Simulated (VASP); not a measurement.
TaN, 8 atoms in the cell. The typed cell holds 8 atoms: a = 3.104 Å, b = 3.104 Å, c = 12.045 Å, α = 86.31°, β = 88.15°, γ = 60.00°. 

```yaml
Program: VASP 6.6.1
Task: single point
Functional: LDA
Potentials_or_basis: VASP PAW LDA potentials, release 64 (Ta_pv, N)
Cutoff: 520 eV
k_mesh: 14 × 14 × 4
Occupations: gaussian, width 0.15 eV
Spin: no spin polarisation
Dipole_correction: no
Further_INCAR_settings: ALGO = Fast; EDIFF = 1e-06; NBANDS = 42
```

Potentials or basis: VASP PAW LDA potentials, release 64 (Ta_pv, N).

The run is started by

```console
$ cat potpaw_LDA.64/Ta_pv/POTCAR potpaw_LDA.64/N/POTCAR > POTCAR
$ mpirun -np 1 vasp_std > vasp.out
```

Hardware: 1 thread of Oxide Virtual Turin-like Processor, on a shared host.

**Question.** How long does it take, and how much memory?

**Answer.** Wall time 45 min on 1 thread of Oxide Virtual Turin-like Processor, with other jobs on the host, peak memory 1.1 GiB. Counts: scf iterations 17, k points 396.
